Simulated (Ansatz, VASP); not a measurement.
**Two plane-wave programs on As**

```
As
1.0
    -5.62206    6.00379    1.37693
     6.00379   -5.62206    1.37693
     2.44047    2.44047   -0.67780
As
2
Direct
  0.92500 0.07500 0.00000
  0.82500 0.17500 0.50000
```

Alike in both runs: task single point; functional BLYP; k mesh 12 × 12 × 10; occupations fermi-dirac, width 0.1 eV; no spin polarisation.

|  | VASP | Ansatz |
| --- | --- | --- |
| version | VASP 6.6.1 | Ansatz 0.2.0 |
| potentials or method | VASP PAW PBE potentials, release 64 (As), cutoff 520 eV | plane waves (420 eV) with PAW, scalar-relativistic |
| valence electrons in the cell | 10 | 30 |

```tsv
	VASP	Ansatz	Ansatz less VASP
pressure (GPa)	5.1	4.8	-0.34
traceless stress, the component that is largest in VASP (GPa)	0.53	0.54	+0.009
```

VASP's potentials were made for PBE, not for BLYP. The functional is the same, so the differences come from potentials, cutoffs and numerics. VASP's potentials hold 10 valence electrons a cell and Ansatz's 30, so a difference there can come from the potentials and not from the codes.
